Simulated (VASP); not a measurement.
# Rh (Fm-3m) in VASP: notebook, part 2 of 2

VASP 6.6.1. Earlier steps stand in the parts before.

### 3 Single point, PBEsol

File INCAR:

```
SYSTEM = Rh
ALGO = Normal ; EDIFF = 1E-6
ENCUT = 500 ; GGA = PS
GGA_COMPAT = .False. ; ISIF = 2
ISMEAR = -1 ; LASPH = .True.
LCHARG = .False. ; LREAL = .False.
LWAVE = .False. ; NBANDS = 14
NELM = 120 ; PREC = Accurate
SIGMA = 0.08
```

File KPOINTS:

```
k-points
0
Gamma
  20 20 20
  0 0 0
```

File POSCAR:

```
Rh
1.0
    0.0000000000      1.8904315232      1.8904315232
    1.8904315232      0.0000000000      1.8904315232
    1.8904315232      1.8904315232      0.0000000000
Rh
1
Direct
    0.0000000000      0.0000000000      0.0000000000
```

Potentials or basis: VASP PAW PBE potentials, release 64 (Rh_pv).

Command:

```sh
cat potpaw_PBE.64/Rh_pv/POTCAR > POTCAR
mpirun -np 1 vasp_std > vasp.out
```

OUTCAR:

```text
SYSTEM = Rh
   EDIFF = 1E-6
   ENCUT = 500
   GGA = PS
   ISIF = 2
   ISMEAR = -1
   LASPH = .True.
   LREAL = .False.
   NELM = 120
   PREC = Accurate

 ion  position               nearest neighbor table
   1  0.000  0.000  0.000-

  LATTYP: Found a face centered cubic cell.
 ALAT       =     3.7808630464

  Lattice vectors:

 A1 = (   0.0000000000,   1.8904315232,   1.8904315232)
 A2 = (   1.8904315232,   0.0000000000,   1.8904315232)
 A3 = (   1.8904315232,   1.8904315232,   0.0000000000)

Analysis of symmetry for initial positions (statically):
=====================================================================
 Subroutine PRICEL returns:
 Original cell was already a primitive cell.

 Routine SETGRP: Setting up the symmetry group for a
 face centered cubic supercell.

 Subroutine GETGRP returns: Found 48 space group operations
 (whereof 48 operations were pure point group operations)
 out of a pool of 48 trial point group operations.

The static configuration has the point symmetry O_h .

Analysis of symmetry for dynamics (positions and initial velocities):
=====================================================================
 Subroutine PRICEL returns:
 Original cell was already a primitive cell.

 Routine SETGRP: Setting up the symmetry group for a
 face centered cubic supercell.

 Subroutine GETGRP returns: Found 48 space group operations
 (whereof 48 operations were pure point group operations)
 out of a pool of 48 trial point group operations.

The dynamic configuration has the point symmetry O_h .

 Subroutine INISYM returns: Found 48 space group operations
 (whereof 48 operations are pure point group operations),
 and found     1 'primitive' translations

----------------------------------------------------------------------------------------

[... 113 lines left out ...]
  Thomas-Fermi vector in A             =   2.776223
   LORBIT       =      0    0 simple, 1 ext, 2 COOP (PROOUT), +10 PAW based schemes
   GGA     = PS    functional components
   LHFCALC =     F    Hartree Fock is set to
   AEXX    =    0.0000 exact exchange contribution
   IVDW    =     0    specifies the selected vdW correction
   LEPSILON=     F    determine dielectric tensor
   LRPA    =     F    only Hartree local field effects (RPA)
 non-spin polarized calculation
  energy-cutoff  :      500.00
  volume of cell :       13.51
 maximum number of plane-waves:       360
   NGX =  9   NGY =  9   NGZ =  9

 number of electron      15.0000007 magnetization

 Free energy of the ion-electron system (eV)
  ---------------------------------------------------
  ext. energy  EPLUGINS =         0.00000000
  ---------------------------------------------------
  free energy    TOTEN  =        -8.15125816 eV

  energy without entropy =       -8.12509685  energy(sigma->0) =       -8.13817750

 E-fermi :  12.0747     XC(G=0): -14.3303

 val. band max:       12.0692288186   @ k =   0.3500   0.0500   0.0000
 cond. band min:      12.0750524498   @ k =  -0.3000   0.3000   0.1000
 fundamental gap:      0.0058236312
 Fermi energy:        12.0746559439

 k-point     1 :       0.0000    0.0000    0.0000
  band No.  band energies     occupation
      1     -34.2854      2.00000
      2     -34.2854      2.00000
      3     -34.2854      2.00000
      4       3.8932      2.00000
      5       8.8981      2.00000
      6       8.8981      2.00000
      7       8.8981      2.00000
      8      11.0694      1.99999
      9      11.0694      1.99999
     10      27.9964      0.00000
     11      32.3972      0.00000
     12      33.5466      0.00000
     13      33.5466      0.00000
     14      33.5466      0.00000
[... 377 lines left out ...]
      1     -34.9382      2.00000
      2     -34.3968      2.00000
      3     -34.3707      2.00000
      4       5.9827      2.00000
      5       8.9643      2.00000
      6       9.0521      2.00000
      7      10.3787      2.00000
      8      11.8830      1.83309
      9      12.6486      0.00153
     10      23.5717      0.00000
     11      28.4441      0.00000
     12      32.3990      0.00000
     13      33.9365      0.00000
     14      35.5466      0.00000

 [... further k-points ...]

------------------------ aborting loop because EDIFF is reached ----------------------------------------

  FORCE on cell =-STRESS in cart. coord.  units (eV):
  Direction    XX          YY          ZZ          XY          YZ          ZX
  --------------------------------------------------------------------------------------
  -------------------------------------------------------------------------------------
  Total       -0.0025961     -0.0025961     -0.0025961     -0.0000000      0.0000000      0.0000000
  in kB       -0.3078315     -0.3078315     -0.3078315     -0.0000000      0.0000000      0.0000000
  external PRESSURE =      -0.3078315 kB  Pullay stress =       0.0000000 kB

 VOLUME and BASIS-vectors are now :
 -----------------------------------------------------------------------------
  energy-cutoff  :      500.00
  volume of cell :       13.51
      direct lattice vectors                 reciprocal lattice vectors
     0.000000000  1.890431523  1.890431523    -0.264489876  0.264489876  0.264489876
     1.890431523  0.000000000  1.890431523     0.264489876 -0.264489876  0.264489876
     1.890431523  1.890431523  0.000000000     0.264489876  0.264489876 -0.264489876

 POSITION                                       TOTAL-FORCE (eV/Angst)
 -----------------------------------------------------------------------------------
      0.00000      0.00000      0.00000        -0.000000     -0.000000     -0.000000
 -----------------------------------------------------------------------------------
    total drift:                               -0.000000     -0.000000     -0.000000

  FREE ENERGIE OF THE ION-ELECTRON SYSTEM (eV)
  ---------------------------------------------------
  free  energy   TOTEN  =        -8.1512581627 eV

  energy  without entropy=       -8.1250968461  energy(sigma->0) =       -8.13817750
```

OSZICAR:

```text
N       E                     dE             d eps       ncg     rms          rms(c)
DAV:   1     0.116446499109E+03    0.11645E+03   -0.85405E+03  7204   0.112E+03
DAV:   2    -0.725918201256E+01   -0.12371E+03   -0.11855E+03  7948   0.336E+02
DAV:   3    -0.877710941205E+01   -0.15179E+01   -0.15158E+01  8536   0.408E+01
DAV:   4    -0.878261310334E+01   -0.55037E-02   -0.55033E-02  8200   0.252E+00
DAV:   5    -0.878266022508E+01   -0.47122E-04   -0.47121E-04  8446   0.206E-01    0.115E+01
DAV:   6    -0.817813233898E+01    0.60453E+00   -0.98559E-01  7558   0.139E+01    0.364E+00
DAV:   7    -0.815615849896E+01    0.21974E-01   -0.21849E-02  8260   0.180E+00    0.166E+00
DAV:   8    -0.815149743890E+01    0.46611E-02   -0.47441E-03  7564   0.947E-01    0.246E-01
DAV:   9    -0.815125301003E+01    0.24443E-03   -0.20616E-04  7564   0.204E-01    0.262E-02
DAV:  10    -0.815125795670E+01   -0.49467E-05   -0.24855E-06  8080   0.179E-02    0.557E-03
DAV:  11    -0.815125816272E+01   -0.20603E-06   -0.46981E-07  3926   0.966E-03
   1 F= -.81512582E+01 E0= -.81381775E+01  d E =-.261613E-01
```

It took 45 s on 1 thread of Oxide Virtual Turin-like, shared host; peak memory 0.12 GiB.

Results:

```
Free energy            : -8.1513 eV
Pressure               : 0.0 GPa
Band gap on the k mesh : zero (an odd number of electrons rules out a gap without spin polarisation)
```

Levels at points of the mesh, in eV from the Fermi level:
| k point | band 5 | band 6 | band 7 | band 8 | band 9 | band 10 |
| --- | --- | --- | --- | --- | --- | --- |
| (0.00, 0.00, 0.00) | -3.18 | -3.18 | -3.18 | -1.01 | -1.01 | 15.92 |
| (0.50, 0.00, 0.00) | -3.25 | -3.25 | 0.60 | 0.60 | 0.63 | 8.77 |
| (0.50, 0.50, 0.00) | -6.13 | 0.58 | 1.03 | 1.03 | 3.20 | 12.45 |

Caveat: the PAW data sets were made with another functional, which shifts forces and pressure a little.

### 4 Relaxation of cell and atoms, PBEsol

File INCAR:

```
SYSTEM = Rh
  ALGO = Normal
  EDIFF = 1E-7
  EDIFFG = -0.005
  ENCUT = 500
  GGA = PS
  GGA_COMPAT = .FALSE.
  IBRION = 2
  ISIF = 3
  ISMEAR = -1
  LASPH = .TRUE.
  LCHARG = .FALSE.
  LREAL = .FALSE.
  LWAVE = .FALSE.
  NELM = 120
  NELMIN = 4
  NSW = 60
  PREC = Accurate
  SIGMA = 0.08
```

File KPOINTS:

```
k-points
0
G
  20 20 20
  0 0 0
```

File POSCAR:

```
Rh
1.0
    0.0000000000      1.8901148648      1.8901148648
    1.8901148648      0.0000000000      1.8901148648
    1.8901148648      1.8901148648      0.0000000000
Rh
1
Direct
    0.0000000000      0.0000000000      0.0000000000
```

Command:

```sh
cat potpaw_PBE.64/Rh_pv/POTCAR > POTCAR
mpirun -np 1 vasp_std > vasp.out
```

It took 57 s on 1 thread of Oxide Virtual Turin-like, shared host; peak memory 0.12 GiB.

It converged, with:

```yaml
Free_energy: -8.1513 eV
Relaxed_volume: 13.51 Å³/atom
Relaxed_cell: a = 2.673 Å, b = 2.673 Å, c = 2.673 Å, α = 60.00°, β = 60.00°, γ = 60.00°
Space_group_after_relaxing_to_0.1_Å: Fm-3m (No. 225)
Energy_gained_by_relaxing: 0.0 meV/atom
Ionic_steps: 3
Pressure_after_relaxing: 0.0 GPa
Band_gap_on_the_k_mesh: zero (an odd number of electrons rules out a gap without spin polarisation)
```

Final structure:
```cif
data_structure
_symmetry_space_group_name_H-M 'P 1'
_symmetry_Int_Tables_number 1
_cell_length_a 2.6734
_cell_length_b 2.6734
_cell_length_c 2.6734
_cell_angle_alpha 60.000
_cell_angle_beta 60.000
_cell_angle_gamma 60.000
_cell_volume 13.51
loop_
_atom_site_label
_atom_site_type_symbol
_atom_site_fract_x
_atom_site_fract_y
_atom_site_fract_z
_atom_site_occupancy
Rh1 Rh 0.00000 0.00000 0.00000 1
```

Levels at points of the mesh, in eV from the Fermi level:
| k point | band 4 | band 5 | band 6 | band 7 | band 8 | band 9 | band 10 | band 11 |
| --- | --- | --- | --- | --- | --- | --- | --- | --- |
| (0.00, 0.00, 0.00) | -8.18 | -3.18 | -3.18 | -3.18 | -1.01 | -1.01 | 15.92 | 20.32 |
| (0.50, 0.00, 0.00) | -6.31 | -3.25 | -3.25 | 0.60 | 0.60 | 0.63 | 8.77 | 15.43 |
| (0.50, 0.50, 0.00) | -6.51 | -6.13 | 0.58 | 1.03 | 1.03 | 3.20 | 12.45 | 13.34 |

Caveat: the PAW data sets were made with another functional, which shifts forces and pressure a little.
